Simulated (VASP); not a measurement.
A run of VASP 6.6.1:

File POSCAR:

```
Zn
1.0
    2.6053965146      0.0000000000      0.0000000000
   -1.3026982573      2.2563395686      0.0000000000
    0.0000000000      0.0000000000      5.1006222339
Zn
2
Direct
    0.3333333333      0.6666666667      0.2500000000
    0.6666666667      0.3333333333      0.7500000000
```

File INCAR.step1:

```
PREC = Accurate ; ENCUT = 520
ISMEAR = 0 ; SIGMA = 0.1
LREAL = False ; LASPH = True
NELM = 80 ; NBANDS = 19
GGA = PE ; ALGO = Normal
EDIFF = 1E-4 ; LWAVE = True
LCHARG = False
```

INCAR.step2

```
PREC = Accurate ; ENCUT = 520
EDIFF = 1E-7 ; ISMEAR = 0
SIGMA = 0.1 ; LREAL = False
LASPH = True ; NELM = 80
ALGO = Normal ; ISIF = 2
LWAVE = False ; LCHARG = False
METAGGA = R2SCAN ; LMIXTAU = True
NBANDS = 19 ; ISTART = 1
```

KPOINTS

```
regular mesh
0
Gamma
  18 18 8
```

Potentials or basis: VASP PAW PBE potentials, release 64 (Zn).

Command:

```console
$ cat potpaw_PBE.64/Zn/POTCAR > POTCAR
$ cp INCAR.step1 INCAR
$ mpirun -np 1 vasp_std > vasp.out
$ cp INCAR.step2 INCAR
$ mpirun -np 1 vasp_std > vasp.out
```

Hardware: 1 thread of Intel(R) Xeon(R) 6975P-C (Granite Rapids), with other jobs on the host.

Question: Estimate the wall time of this run.

Answer: It took 2.9 min on 1 thread of Intel(R) Xeon(R) 6975P-C (Granite Rapids), with other jobs on the host, peak memory 0.21 GiB. Counts: k points 185.
